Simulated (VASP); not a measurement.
Runs of VASP 6.6.1 on Sn. The structure is that of space group Fd-3m (No. 227), or close to it. The cells are those of the table. 

| task | level | potentials or basis | spin | cell | cutoff (eV) | gap on the mesh (eV) | pressure (GPa) | relaxed volume (Å³/atom) |
| --- | --- | --- | --- | --- | --- | --- | --- | --- |
| single point | LDA | VASP PAW LDA potentials, release 64 (Sn_d) | off | a = 4.580 Å, angles 60.0°, 2 atoms | 520 | none | 0.0 | - |
| single point | PBE | VASP PAW PBE potentials, release 64 (Sn_d) | off | a = 4.708 Å, angles 60.0°, 2 atoms | 520 | none | -0.1 | - |
| single point | PBEsol | VASP PAW PBE potentials, release 64 (Sn_d) | off | a = 4.627 Å, angles 60.0°, 2 atoms | 520 | none | -0.1 | - |
| single point | LDA | VASP PAW LDA potentials, release 64 (Sn_d) | off | a = 4.645 Å, angles 60.0°, 2 atoms | 520 | none | (a) | - |
| single point | r2SCAN | VASP PAW PBE potentials, release 64 (Sn_d) | off | a = 4.645 Å, angles 60.0°, 2 atoms | 520 | none | 0.0 | - |
| single point | PBE | VASP PAW PBE potentials, release 64 (Sn_d) | non-collinear, zero start, SOC | a = 4.645 Å, angles 60.0°, 2 atoms | 520 | - | 1.5 | - |
| relaxation of cell and atoms | r2SCAN | VASP PAW PBE potentials, release 64 (Sn_d) | off | relaxed from a = 4.708 Å, angles 60.0°, 2 atoms | 600 | none | 0.0 | 35.45 |
| relaxation of cell and atoms | PBE | VASP PAW PBE potentials, release 64 (Sn_d) | off | relaxed from a = 4.540 Å, angles 60.0°, 2 atoms | 600 | none | 0.0 | 36.82 |

Alike in all rows: k mesh 6 × 6 × 6; smearing fermi-dirac 0.02 eV.

Question: Fill in the values left out.

Answer: (a) -1.7.

Caveats: spin-orbit coupling is left out, which moves the levels of the heavy elements (some runs); the PAW data sets were made with another functional, which shifts forces and pressure a little (some runs).

A k mesh can miss the band edges, and rows without SOC leave out spin-orbit coupling on Sn.

A gap of «none» marks levels without a gap at the run's occupations.
